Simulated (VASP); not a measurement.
# W: single point with PBEsol

Crystal: W.

```
CELL_PARAMETERS angstrom
-1.67717 1.67717 1.51744
1.67717 -1.67717 1.51744
1.67717 1.67717 -1.51744
ATOMIC_POSITIONS crystal
W 0.00000 0.00000 0.00000
```

| Property | Result |
| --- | --- |
| Program | VASP 6.6.1 |
| Task | single point |
| Functional | PBEsol |
| Potentials or basis | VASP PAW PBE potentials, release 64 (W_sv) |
| Cutoff | 520 eV |
| k mesh | 20 × 20 × 20 |
| Occupations | tetrahedron |
| Spin | no spin polarisation |
| Dipole correction | no |
| Further INCAR settings | ALGO = Fast; EDIFF = 1e-06; NBANDS = 13 |

| Item | Value |
| --- | --- |
| Pressure | -21.0 GPa |
| Band gap on the k mesh | zero (band 7 reaches 14.80 eV, above the bottom of band 8 at 9.24 eV) |

Stress tensor (GPa, compression positive):
```
-30.09   0.00   0.00
  0.00 -30.09   0.00
  0.00   0.00  -2.75
```

Levels at points of the mesh, in eV from the Fermi level:
| k point | band 4 | band 5 | band 6 | band 7 | band 8 | band 9 | band 10 | band 11 |
| --- | --- | --- | --- | --- | --- | --- | --- | --- |
| (0.00, 0.00, 0.00) | -37.85 | -9.23 | -1.88 | -0.59 | -0.59 | 1.11 | 2.78 | 13.84 |
| (0.50, 0.00, 0.00) | -37.95 | -5.79 | -3.60 | 0.77 | 1.89 | 3.70 | 5.48 | 10.15 |
| (0.50, 0.50, 0.00) | -37.89 | -5.88 | -2.29 | 0.01 | 0.83 | 2.28 | 5.35 | 9.44 |
| (0.50, 0.50, 0.50) | -38.43 | -5.39 | -5.17 | 4.56 | 4.56 | 4.93 | 6.81 | 6.81 |

Run time: 120 s on 1 thread of AMD EPYC 7R13 Processor (Zen 3) (shared host), peak memory 0.26 GiB.

Caveat: the PAW data sets were made with another functional, which shifts forces and pressure a little; spin-orbit coupling is left out, which moves the levels of the heavy elements; tetrahedron occupations give inexact forces and stress in metals.
